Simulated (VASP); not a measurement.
# SiGeO4 (P4_2/mnm) in VASP: notebook

SiGeO4 is run at these levels: PBE; tasks: single point.

Everything below comes from runs of VASP 6.6.1. Logs are shortened: lines on timing, memory, paths and dates and some standing lists are left out, and cuts for length are marked.

## 1. The cell of the first run

Symmetry: P4_2/mnm, No. 136, tetragonal system. The conventional cell has a = 9.185 Å, b = 9.185 Å, c = 5.513 Å, α = 90.00°, β = 90.00°, γ = 90.00°. Si (site symmetry m2m) has 4 O at 1.60 to 1.61 Å within 2.1 Å. Ge (site symmetry m2m) has 4 O at 1.69 to 1.71 Å within 2.3 Å. Within 2.1 Å of O (site symmetry m) lie 1 Si at 1.60 Å and 1 Ge at 1.69 Å. O (site symmetry m) has 1 Si at 1.61 Å and 1 Ge at 1.71 Å within 2.1 Å.

The cell was built from a structure type or drawn by symmetry, and may not be a known phase.

## 2. Single point, PBE

The input, INCAR:

```
SYSTEM = SiGeO4
PREC = Accurate
ENCUT = 520
EDIFF = 1E-6
ISMEAR = 0
SIGMA = 0.1
LREAL = Auto
LASPH = .True.
NELM = 60
ALGO = Normal
ISIF = 2
LWAVE = .False.
LCHARG = .False.
GGA = PE
NBANDS = 102
```

The input, KPOINTS:

```
regular mesh
0
Gamma
  2 2 4
  0 0 0
```

The input, POSCAR:

```
SiGeO4
1.0
    9.1852408300      0.0000000000      0.0000000000
    0.0000000000      9.1852408300      0.0000000000
    0.0000000000      0.0000000000      5.5127727000
Si Ge O
4 4 16
Direct
    0.6804985700      0.6804985700      0.0000000000
    0.1804985700      0.8195014300      0.5000000000
    0.8195014300      0.1804985700      0.5000000000
    0.3195014300      0.3195014300      0.0000000000
    0.8195014300      0.8195014300      0.5000000000
    0.1804985700      0.1804985700      0.5000000000
    0.6804985700      0.3195014300      0.0000000000
    0.3195014300      0.6804985700      0.0000000000
    0.7480157500      0.7480157500      0.7571374300
    0.2519842500      0.2519842500      0.2428625700
    0.7480157500      0.7480157500      0.2428625700
    0.2519842500      0.2519842500      0.7571374300
    0.6804985700      0.5051531800      0.0000000000
    0.5051531800      0.6804985700      0.0000000000
    0.0051531800      0.8195014300      0.5000000000
    0.4948468200      0.3195014300      0.0000000000
    0.8195014300      0.0051531800      0.5000000000
    0.3195014300      0.4948468200      0.0000000000
    0.1804985700      0.9948468200      0.5000000000
    0.2480157500      0.7519842500      0.2571374300
    0.2480157500      0.7519842500      0.7428625700
    0.9948468200      0.1804985700      0.5000000000
    0.7519842500      0.2480157500      0.2571374300
    0.7519842500      0.2480157500      0.7428625700
```

Potentials or basis: VASP PAW PBE potentials, release 64 (Si, Ge_d, O).

Launch:

```console
$ cat potpaw_PBE.64/Si/POTCAR potpaw_PBE.64/Ge_d/POTCAR potpaw_PBE.64/O/POTCAR > POTCAR
$ mpirun -np 1 vasp_std > vasp.out
```

OUTCAR:

```text
SYSTEM = SiGeO4
   PREC = Accurate
   ENCUT = 520
   EDIFF = 1E-6
   ISMEAR = 0
   LREAL = Auto
   LASPH = .True.
   NELM = 60
   ISIF = 2
   GGA = PE

 ion  position               nearest neighbor table
   1  0.680  0.680  0.000-   9 1.60  11 1.60  13 1.61  14 1.61
   2  0.180  0.820  0.500-  20 1.60  21 1.60  15 1.61  19 1.61
   3  0.820  0.180  0.500-  23 1.60  24 1.60  17 1.61  22 1.61
   4  0.320  0.320  0.000-  10 1.60  12 1.60  16 1.61  18 1.61
   5  0.820  0.820  0.500-   9 1.69  11 1.69  15 1.71  17 1.71
   6  0.180  0.180  0.500-  10 1.69  12 1.69  19 1.71  22 1.71
   7  0.680  0.320  0.000-  23 1.69  24 1.69  13 1.71  16 1.71
   8  0.320  0.680  0.000-  20 1.69  21 1.69  14 1.71  18 1.71
   9  0.748  0.748  0.757-   1 1.60   5 1.69
  10  0.252  0.252  0.243-   4 1.60   6 1.69
  11  0.748  0.748  0.243-   1 1.60   5 1.69
  12  0.252  0.252  0.757-   4 1.60   6 1.69
  13  0.680  0.505  0.000-   1 1.61   7 1.71
  14  0.505  0.680  0.000-   1 1.61   8 1.71
[... 8 lines left out ...]
  23  0.752  0.248  0.257-   3 1.60   7 1.69
  24  0.752  0.248  0.743-   3 1.60   7 1.69

  LATTYP: Found a simple tetragonal cell.
 ALAT       =     9.1852408300
 C/A-ratio  =     0.6001772629

  Lattice vectors:

 A1 = (   9.1852408300,   0.0000000000,   0.0000000000)
 A2 = (   0.0000000000,   9.1852408300,   0.0000000000)
 A3 = (   0.0000000000,   0.0000000000,   5.5127727000)

Analysis of symmetry for initial positions (statically):
=====================================================================
 Subroutine PRICEL returns:
 Original cell was already a primitive cell.

 Routine SETGRP: Setting up the symmetry group for a
 simple tetragonal supercell.

 Subroutine GETGRP returns: Found 16 space group operations
 (whereof  8 operations were pure point group operations)
 out of a pool of 16 trial point group operations.

The static configuration has the point symmetry D_2h.
 The point group associated with its full space group is D_4h.

Analysis of symmetry for dynamics (positions and initial velocities):
=====================================================================
 Subroutine PRICEL returns:
 Original cell was already a primitive cell.

 Routine SETGRP: Setting up the symmetry group for a
 simple tetragonal supercell.

 Subroutine GETGRP returns: Found 16 space group operations
 (whereof  8 operations were pure point group operations)
 out of a pool of 16 trial point group operations.

The dynamic configuration has the point symmetry D_2h.
 The point group associated with its full space group is D_4h.

 Subroutine INISYM returns: Found 16 space group operations
 (whereof  8 operations are pure point group operations),
 and found     1 'primitive' translations

----------------------------------------------------------------------------------------

                                     Primitive cell

  volume of cell :     465.1052

  direct lattice vectors                    reciprocal lattice vectors
     9.185240830  0.000000000  0.000000000     0.108870308  0.000000000  0.000000000
     0.000000000  9.185240830  0.000000000     0.000000000  0.108870308  0.000000000
     0.000000000  0.000000000  5.512772700     0.000000000  0.000000000  0.181396922

  length of vectors
     9.185240830  9.185240830  5.512772700     0.108870308  0.108870308  0.181396922

  position of ions in fractional coordinates (direct lattice)
     0.680498570  0.680498570  0.000000000
     0.180498570  0.819501430  0.500000000
     0.819501430  0.180498570  0.500000000
     0.319501430  0.319501430  0.000000000
     0.819501430  0.819501430  0.500000000
     0.180498570  0.180498570  0.500000000
[... 16 lines left out ...]
     0.751984250  0.248015750  0.257137430
     0.751984250  0.248015750  0.742862570

  ion indices of the primitive-cell ions
   primitive index   ion index
                 1           1
                 2           2
                 3           3
                 4           4
                 5           5
                 6           6
[... 16 lines left out ...]
                23          23
                24          24

----------------------------------------------------------------------------------------

 KPOINTS: regular mesh

Automatic generation of k-mesh.
 Grid dimensions read from file:
 generate k-points for:    2    2    4

 Generating k-lattice:

  Cartesian coordinates                     Fractional coordinates (reciprocal lattice)
     0.054435154  0.000000000  0.000000000     0.500000000  0.000000000  0.000000000
     0.000000000  0.054435154  0.000000000     0.000000000  0.500000000  0.000000000
     0.000000000  0.000000000  0.045349231     0.000000000  0.000000000  0.250000000

  Length of vectors
     0.054435154  0.054435154  0.045349231

  Shift w.r.t. Gamma in fractional coordinates (k-lattice)
     0.000000000  0.000000000  0.000000000

 Subroutine IBZKPT returns following result:
 ===========================================

 Found      9 irreducible k-points:

 Following reciprocal coordinates:
            Coordinates               Weight
  0.000000  0.000000  0.000000      1.000000
  0.500000  0.000000  0.000000      2.000000
  0.500000  0.500000  0.000000      1.000000
  0.000000  0.000000  0.250000      2.000000
  0.500000  0.000000  0.250000      4.000000
  0.500000  0.500000  0.250000      2.000000
  0.000000  0.000000  0.500000      1.000000
  0.500000  0.000000  0.500000      2.000000
  0.500000  0.500000  0.500000      1.000000
   k-points           NKPTS =      9   k-points in BZ     NKDIM =      9   number of bands    NBANDS=    102
   number of dos      NEDOS =    301   number of ions     NIONS =     24
   total plane-waves  NPLWV = 205800
   dimension x,y,z NGX =    70 NGY =   70 NGZ =   42
   dimension x,y,z NGXF=   140 NGYF=  140 NGZF=   84
   ions per type =               4   4  16
   NGX,Y,Z   is equivalent  to a cutoff of  12.67, 12.67, 12.67 a.u.
   NGXF,Y,Z  is equivalent  to a cutoff of  25.34, 25.34, 25.33 a.u.
 SYSTEM =  SiGeO4
   PREC   = accura    normal or accurate (medium, high low for compatibility)
   ISTART =      0    job   : 0-new  1-cont  2-samecut
   ICHARG =      2    charge: 1-file 2-atom 10-const
   ISPIN  =      1    spin polarized calculation?
   LNONCOLLINEAR =      F non collinear calculations
   LSORBIT =      F    spin-orbit coupling
   LASPH  =      T    aspherical Exc in radial PAW
   ENCUT  =  520.0 eV  38.22 Ry    6.18 a.u.  17.08 17.08 10.25*2*pi/ulx,y,z
   NELM   =     60;   NELMIN=  2; NELMDL= -5     # of ELM steps
   EDIFF  = 0.1E-05   stopping-criterion for ELM
   LREAL  =      T    real-space projection
   EDIFFG = 0.1E-04   stopping-criterion for IOM
   NSW    =      0    number of steps for IOM
   IBRION =     -1    ionic relax: 0-MD 1-quasi-New 2-CG
   NFREE  =      0    steps in history (QN), initial steepest desc. (CG)
   ISIF   =      2    stress and relaxation
   ISYM   =      2    0-nonsym 1-usesym 2-fastsym
   POTIM  = 0.5000    time-step for ionic-motion
   TEBEG  =    0.0;   TEEND  =   0.0 temperature during run
   PSTRESS=    0.0 pullay stress
   NELECT =     168.0000    total number of electrons
   NUPDOWN=      -1.0000    fix difference up-down
   EMIN   =  10.00;   EMAX   =-10.00  energy-range for DOS
   EFERMI =   0.00;   METHOD = LEGACY
   ISMEAR =     0;   SIGMA  =   0.10  broadening in eV -4-tet -1-fermi 0-gaus
   EFERMI_NEDOS =   21; number of points for ismear=-14 and -15
   IALGO  =     38    algorithm
   IMIX   =      4    mixing-type and parameters
     AMIX     =   0.40;   BMIX     =  1.00
     AMIX_MAG =   1.60;   BMIX_MAG =  1.00
  volume/ion in A,a.u.               =      19.38       130.78
  Fermi-wavevector in a.u.,A,eV,Ry     =   1.165899  2.203229 18.494672  1.359320
  Thomas-Fermi vector in A             =   2.302419
   LORBIT       =      0    0 simple, 1 ext, 2 COOP (PROOUT), +10 PAW based schemes
   GGA     = PE    functional components
   LHFCALC =     F    Hartree Fock is set to
   AEXX    =    0.0000 exact exchange contribution
   IVDW    =     0    specifies the selected vdW correction
   LEPSILON=     F    determine dielectric tensor
   LRPA    =     F    only Hartree local field effects (RPA)
 non-spin polarized calculation
 Gauss-broadening in eV      SIGMA  =   0.10
  energy-cutoff  :      520.00
  volume of cell :      465.11
 maximum number of plane-waves:     12572
 NGX is ok and might be reduce to    70
   NGX = 35   NGY = 35   NGZ = 21

 number of electron     168.0000022 magnetization

 Free energy of the ion-electron system (eV)
  ---------------------------------------------------
  ext. energy  EPLUGINS =         0.00000000
  ---------------------------------------------------
  free energy    TOTEN  =      -166.52905001 eV

  energy without entropy =     -166.52905001  energy(sigma->0) =     -166.52905001

 E-fermi :  -0.1495     XC(G=0):  -7.1503

 val. band max:       -0.6571477878   @ k =   0.0000   0.0000   0.0000
 cond. band min:       2.6618847942   @ k =   0.0000   0.0000   0.0000
 fundamental gap:      3.3190325820
 Fermi energy:        -0.1494595708

 k-point     1 :       0.0000    0.0000    0.0000
  band No.  band energies     occupation
      1     -24.9959      2.00000
      2     -24.9959      2.00000
      3     -24.9889      2.00000
      4     -24.9866      2.00000
      5     -24.9859      2.00000
      6     -24.9859      2.00000
[... 88 lines left out ...]
     95       6.6421      0.00000
     96       7.3194      0.00000

 k-point     2 :       0.5000    0.0000    0.0000
  band No.  band energies     occupation
      1     -24.9963      2.00000
      2     -24.9963      2.00000
      3     -24.9863      2.00000
      4     -24.9863      2.00000
      5     -24.9857      2.00000
      6     -24.9857      2.00000
[... 682 lines left out ...]
     95       6.9491      0.00000
     96       6.9491      0.00000

 k-point     9 :       0.5000    0.5000    0.5000
  band No.  band energies     occupation
      1     -24.9997      2.00000
      2     -24.9997      2.00000
      3     -24.9933      2.00000
      4     -24.9933      2.00000
      5     -24.9874      2.00000
      6     -24.9874      2.00000
[... 88 lines left out ...]
     95       7.5262      0.00000
     96       7.5262      0.00000
 [bands above 96 left out]

------------------------ aborting loop because EDIFF is reached ----------------------------------------

  FORCE on cell =-STRESS in cart. coord.  units (eV):
  Direction    XX          YY          ZZ          XY          YZ          ZX
  --------------------------------------------------------------------------------------
  -------------------------------------------------------------------------------------
  Total       21.2755902     21.2755902     10.7701874     -0.0000000      0.0000000      0.0000000
  in kB       73.2893748     73.2893748     37.1007476     -0.0000000      0.0000000      0.0000000
  external PRESSURE =      61.2264991 kB  Pullay stress =       0.0000000 kB

 VOLUME and BASIS-vectors are now :
 -----------------------------------------------------------------------------
  energy-cutoff  :      520.00
  volume of cell :      465.11
      direct lattice vectors                 reciprocal lattice vectors
     9.185240830  0.000000000  0.000000000     0.108870308  0.000000000  0.000000000
     0.000000000  9.185240830  0.000000000     0.000000000  0.108870308  0.000000000
     0.000000000  0.000000000  5.512772700     0.000000000  0.000000000  0.181396922

 POSITION                                       TOTAL-FORCE (eV/Angst)
 -----------------------------------------------------------------------------------
      6.25054      6.25054      0.00000        -1.459704     -1.459704     -0.000000
      1.65792      7.52732      2.75639        -1.459704      1.459704     -0.000000
      7.52732      1.65792      2.75639         1.459704     -1.459704     -0.000000
      2.93470      2.93470      0.00000         1.459704      1.459704     -0.000000
      7.52732      7.52732      2.75639         1.091017      1.091017     -0.000000
      1.65792      1.65792      2.75639        -1.091017     -1.091017     -0.000000
[... 16 lines left out ...]
      6.90716      2.27808      1.41754         0.237023     -0.237023      0.662597
      6.90716      2.27808      4.09523         0.237023     -0.237023     -0.662597
 -----------------------------------------------------------------------------------
    total drift:                                0.000000      0.000000     -0.000000

  FREE ENERGIE OF THE ION-ELECTRON SYSTEM (eV)
  ---------------------------------------------------
  free  energy   TOTEN  =      -166.5290500055 eV

  energy  without entropy=     -166.5290500055  energy(sigma->0) =     -166.52905001
```

Run time: 7.4 min. Hardware: 1 thread of AMD EPYC 9R45 (Zen 5), shared host; peak memory 0.58 GiB.

Results:

```
Free energy            : -166.5291 eV
Pressure               : 6.1 GPa
Largest force          : 3.017 eV/Å
Band gap on the k mesh : 3.32 eV
```

Forces in eV/Å, atoms in the order of the input:
```
Si  -1.460 -1.460  0.000
Si  -1.460  1.460  0.000
Si   1.460 -1.460  0.000
Si   1.460  1.460  0.000
Ge   1.091  1.091  0.000
Ge  -1.091 -1.091  0.000
Ge  -1.091  1.091  0.000
Ge   1.091 -1.091  0.000
O   -0.237 -0.237  0.663
O    0.237  0.237 -0.663
O   -0.237 -0.237 -0.663
O    0.237  0.237  0.663
O    3.001  0.307  0.000
O    0.307  3.001  0.000
O    0.307 -3.001  0.000
O   -0.307 -3.001  0.000
O   -3.001  0.307  0.000
O   -3.001 -0.307  0.000
O    3.001 -0.307  0.000
O   -0.237  0.237  0.663
O   -0.237  0.237 -0.663
O   -0.307  3.001  0.000
O    0.237 -0.237  0.663
O    0.237 -0.237 -0.663
```

Stress tensor (GPa, compression positive):
```
7.33 0.00 0.00
0.00 7.33 0.00
0.00 0.00 3.71
```

Caveat: the cell stands under pressure; forces of over 1 eV/Å act on the atoms, so gaps and moduli don't describe the material at rest.

## 3. Single point, PBE

This run uses another cell than the first one, of 19.75 Å³/atom.

The input, INCAR:

```
  PREC = Accurate
  ENCUT = 520
  EDIFF = 1E-6
  ISMEAR = 0
  SIGMA = 0.1
  LREAL = Auto
  LASPH = True
  NELM = 80
  ALGO = Normal
  ISIF = 2
  LWAVE = False
  LCHARG = False
  GGA = PE
  NBANDS = 102
```

The input, KPOINTS:

```
regular mesh
0
Gamma
  2 2 4
```

The input, POSCAR:

```
SiGeO4
1.0
    9.3115368114      0.0000000000      0.0000000000
    0.0000000000      9.3115368114      0.0000000000
    0.0000000000      0.0000000000      5.4660980978
Si Ge O
4 4 16
Direct
    0.6786094886      0.6786094886      0.0000000000
    0.1786094886      0.8213905114      0.5000000000
    0.8213905114      0.1786094886      0.5000000000
    0.3213905114      0.3213905114      0.0000000000
    0.8249155694      0.8249155694      0.5000000000
    0.1750844306      0.1750844306      0.5000000000
    0.6750844306      0.3249155694      0.0000000000
    0.3249155694      0.6750844306      0.0000000000
    0.7490051277      0.7490051277      0.7583120075
    0.2509948723      0.2509948723      0.2416879925
    0.7490051277      0.7490051277      0.2416879925
    0.2509948723      0.2509948723      0.7583120075
    0.7132376031      0.5076545208      0.0000000000
    0.5076545208      0.7132376031      0.0000000000
    0.0076545208      0.7867623969      0.5000000000
    0.4923454792      0.2867623969      0.0000000000
    0.7867623969      0.0076545208      0.5000000000
    0.2867623969      0.4923454792      0.0000000000
    0.2132376031      0.9923454792      0.5000000000
    0.2490051277      0.7509948723      0.2583120075
    0.2490051277      0.7509948723      0.7416879925
    0.9923454792      0.2132376031      0.5000000000
    0.7509948723      0.2490051277      0.2583120075
    0.7509948723      0.2490051277      0.7416879925
```

Potentials or basis: VASP PAW PBE potentials, release 64 (Si, Ge_d, O).

Launch:

```console
$ cat potpaw_PBE.64/Si/POTCAR potpaw_PBE.64/Ge_d/POTCAR potpaw_PBE.64/O/POTCAR > POTCAR
$ mpirun -np 1 vasp_std > vasp.out
```

Run time: 6.9 min. Hardware: 1 thread of AMD EPYC 9R45 (Zen 5), shared host; peak memory 0.59 GiB.

It converged, with:

- Free energy: -170.4857 eV
- Pressure: -0.1 GPa
- Largest force: 0.104 eV/Å
- Band gap on the k mesh: 4.04 eV

Forces on the atoms (eV/Å):
```
Si   0.020  0.020  0.000
Si   0.020 -0.020  0.000
Si  -0.020  0.020  0.000
Si  -0.020 -0.020  0.000
Ge  -0.035 -0.035  0.000
Ge   0.035  0.035  0.000
Ge   0.035 -0.035  0.000
Ge  -0.035  0.035  0.000
O    0.043  0.043 -0.085
O   -0.043 -0.043  0.085
O    0.043  0.043  0.085
O   -0.043 -0.043 -0.085
O   -0.028 -0.085  0.000
O   -0.085 -0.028  0.000
O   -0.085  0.028  0.000
O    0.085  0.028  0.000
O    0.028 -0.085  0.000
O    0.028  0.085  0.000
O   -0.028  0.085  0.000
O    0.043 -0.043 -0.085
O    0.043 -0.043  0.085
O    0.085 -0.028  0.000
O   -0.043  0.043 -0.085
O   -0.043  0.043  0.085
```

Stress tensor (GPa, compression positive):
```
-0.06  0.00  0.00
 0.00 -0.06  0.00
 0.00  0.00 -0.28
```

Levels at points of the mesh, in eV from the valence-band top:
```
           k point  band 81  band 82  band 83  band 84  band 85  band 86  band 87  band 88
(0.00, 0.00, 0.00)    -0.02    -0.01    -0.01     0.00     4.04     5.47     5.47     6.56
(0.50, 0.00, 0.00)    -0.28    -0.28    -0.01    -0.01     4.72     4.72     6.07     6.07
(0.50, 0.50, 0.00)    -0.28    -0.28    -0.18    -0.18     5.16     5.16     5.59     5.59
(0.00, 0.00, 0.50)    -0.68    -0.68    -0.17    -0.17     5.76     5.76     6.32     6.32
(0.50, 0.00, 0.50)    -0.43    -0.43    -0.27    -0.27     5.75     5.75     6.25     6.25
(0.50, 0.50, 0.50)    -0.37    -0.37    -0.31    -0.31     5.68     5.68     6.22     6.22
```
